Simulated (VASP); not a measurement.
Here is a VASP 6.6.1 calculation.

The input INCAR:

```
SYSTEM = GeW
PREC = Accurate ; ENCUT = 520
EDIFF = 1E-6 ; ISMEAR = 0
SIGMA = 0.1 ; LREAL = .FALSE.
LASPH = .TRUE. ; NELM = 60
ALGO = Normal ; ISIF = 2
LWAVE = .FALSE. ; LCHARG = .FALSE.
GGA = PE ; NBANDS = 21
```

Contents of KPOINTS:

```
regular mesh
0
G
  6 6 6
  0 0 0
```

File POSCAR:

```
GeW
1.0
    3.2604879965      0.0000000000      0.0000000000
    0.0000000000      3.2604879965      0.0000000000
    0.0000000000      0.0000000000      3.2604879965
Ge W
1 1
Direct
    0.0000000000      0.0000000000      0.0000000000
    0.5000000000      0.5000000000      0.5000000000
```

Potentials or basis: VASP PAW PBE potentials, release 64 (Ge_d, W_sv).

The run is started by

```bash
$ cat potpaw_PBE.64/Ge_d/POTCAR potpaw_PBE.64/W_sv/POTCAR > POTCAR
$ mpirun -np 1 vasp_std > vasp.out
```

(1) What does it give for the pressure?

(2) What does it give for the band gap on the k mesh?

Answers

(1) -18.4 GPa.

(2) zero (band 14 reaches 11.70 eV, above the bottom of band 15 at 8.47 eV).

Caveat: spin-orbit coupling is left out, which moves the levels of the heavy elements.
